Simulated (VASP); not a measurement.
A run of VASP 6.6.1:

INCAR

```
  PREC = Accurate
  ENCUT = 520
  EDIFF = 1E-6
  ISMEAR = -1
  SIGMA = 0.05
  LREAL = Auto
  LASPH = True
  NELM = 120
  ALGO = Normal
  ISIF = 2
  LWAVE = False
  LCHARG = False
  GGA = PS
  NBANDS = 168
  ISYM = -1
  GGA_COMPAT = False
```

The input KPOINTS:

```
explicit points
1
Reciprocal
  0.25000000   0.25000000   0.25000000 1
```

Contents of POSCAR:

```
C
1.0
    7.1076060000      0.0000000000      0.0000000000
    0.0000000000      7.1076060000      0.0000000000
    0.0000000000      0.0000000000      7.1076060000
C
65
Direct
    0.0013770000      0.9964450000      0.0017240000
    0.0034060000      0.0043170000      0.5028450000
    0.0014410000      0.4967140000      0.0003610000
    0.0042850000      0.4879620000      0.4986110000
    0.4999560000      0.9965130000      0.0006570000
    0.4972320000      0.0054570000      0.4985720000
    0.5003150000      0.4969090000      0.0016640000
    0.4978850000      0.4891530000      0.5024250000
    0.1265180000      0.1209100000      0.1262420000
    0.1293700000      0.1235220000      0.6269770000
    0.1258920000      0.6222270000      0.1267620000
    0.1222510000      0.6234090000      0.6234300000
    0.6257980000      0.1265750000      0.1206590000
    0.6238000000      0.1274140000      0.6290670000
    0.6273180000      0.6210260000      0.1258890000
    0.6276230000      0.5941070000      0.6414950000
    0.2508400000      0.2466630000      0.0010210000
    0.2506610000      0.2466810000      0.5007020000
    0.2508320000      0.7467290000      0.0009210000
    0.2508030000      0.7466780000      0.5011370000
    0.7507460000      0.2466680000      0.0010830000
    0.7506720000      0.2467060000      0.5010550000
    0.7507630000      0.7466180000      0.0012870000
    0.7505110000      0.8367580000      0.5007390000
    0.3756050000      0.3729770000      0.1261700000
    0.3725250000      0.3701990000      0.6269250000
    0.3761460000      0.8716330000      0.1268670000
    0.3798300000      0.8704280000      0.6233280000
    0.8761870000      0.3673030000      0.1204000000
    0.8782410000      0.3664560000      0.6289500000
    0.8749010000      0.8726560000      0.1259190000
    0.8741440000      0.8997690000      0.6422550000
    0.2487640000      0.9952730000      0.2518360000
    0.2528580000      0.9951290000      0.7502350000
    0.2527540000      0.4980180000      0.2517170000
    0.2488660000      0.4982600000      0.7502500000
    0.7514770000      0.0100820000      0.2400160000
    0.7501020000      0.0104050000      0.7628150000
    0.7502870000      0.4831180000      0.2398090000
    0.7518860000      0.4829770000      0.7621390000
    0.3722850000      0.1241780000      0.3757160000
    0.3755040000      0.1210370000      0.8763010000
    0.3797780000      0.6237170000      0.3790130000
    0.3765250000      0.6223650000      0.8756060000
    0.8779770000      0.1271520000      0.3735540000
    0.8761640000      0.1264220000      0.8821360000
    0.8758650000      0.5922990000      0.3614470000
    0.8750760000      0.6210190000      0.8770130000
    0.0029480000      0.2475060000      0.2489080000
    0.0030150000      0.2455230000      0.7531300000
    0.9959870000      0.7433400000      0.2529170000
    0.9953920000      0.7495510000      0.7491030000
    0.4985170000      0.2458680000      0.2489990000
    0.4984650000      0.2478810000      0.7529260000
    0.5057500000      0.7496770000      0.2532690000
    0.5062530000      0.7439940000      0.7492410000
    0.1296920000      0.3698770000      0.3757560000
    0.1266120000      0.3728320000      0.8762760000
    0.1222900000      0.8700690000      0.3789600000
    0.1258150000      0.8715480000      0.8756180000
    0.6240460000      0.3665170000      0.3733510000
    0.6259270000      0.3674430000      0.8820730000
    0.6256030000      0.9012140000      0.3617320000
    0.6270790000      0.8729610000      0.8773530000
    0.7508580000      0.6569050000      0.5005820000
```

Potentials or basis: VASP PAW PBE potentials, release 64 (C).

Launch:

```console
$ cat potpaw_PBE.64/C/POTCAR > POTCAR
$ mpirun -np 1 vasp_std > vasp.out
```

Hardware: 1 thread of Intel(R) Xeon(R) Platinum 8375C CPU @ 2.90GHz (Ice Lake) (shared host).

Problem. Estimate the wall time of this run.

Solution. It took 2.1 min on 1 thread of Intel(R) Xeon(R) Platinum 8375C CPU @ 2.90GHz (Ice Lake), on a shared host, peak memory 0.36 GiB. Counts: scf iterations 15, k points 1.
